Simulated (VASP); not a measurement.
NaCl, 2 atoms in the cell. Symmetry: Cmmm, No. 65, orthorhombic system. The conventional cell has a = 4.780 Å, b = 5.005 Å, c = 3.460 Å, α = 90.00°, β = 90.00°, γ = 90.00°. Within 3.9 Å of Na (site symmetry mmm) lie 8 Cl at 2.95 to 3.04 Å and 6 Na at 3.46 Å. Within 3.9 Å of Cl (site symmetry mmm) lie 8 Na at 2.95 to 3.04 Å and 6 Cl at 3.46 Å.  This cell differs from its parent crystal: shear xy strain +4.6%.

| Item | Value |
| --- | --- |
| Program | VASP 6.6.1 |
| Task | single point |
| Functional | HSE06 |
| Potentials or basis | VASP PAW PBE potentials, release 64 (Na_pv, Cl) |
| Cutoff | 520 eV |
| k mesh | 6 × 6 × 6 |
| Occupations | gaussian, width 0.01 eV |
| Spin | no spin polarisation |
| Dipole correction | no |
| Grid for exact exchange (PRECFOCK) | Normal |
| Further INCAR settings | ALGO = Normal; EDIFF = 1e-06; NBANDS = 14 |
| Share of exact exchange | 0.25 |
| Screening parameter | 0.2079 1/Å |

Potentials or basis: VASP PAW PBE potentials, release 64 (Na_pv, Cl).

The run is started by

```bash
$ cat potpaw_PBE.64/Na_pv/POTCAR potpaw_PBE.64/Cl/POTCAR > POTCAR
$ cp INCAR.step1 INCAR
$ mpirun -np 1 vasp_std > vasp.out
$ cp INCAR.step2 INCAR
$ mpirun -np 1 vasp_std > vasp.out
```

Hardware: 1 thread of Intel(R) Xeon(R) Platinum 8488C (Sapphire Rapids), on a shared host.

Q: Estimate the wall time of this run.

A: Run time: 24 min on 1 thread of Intel(R) Xeon(R) Platinum 8488C (Sapphire Rapids) (shared host), peak memory 0.28 GiB. Counts: k points 52.
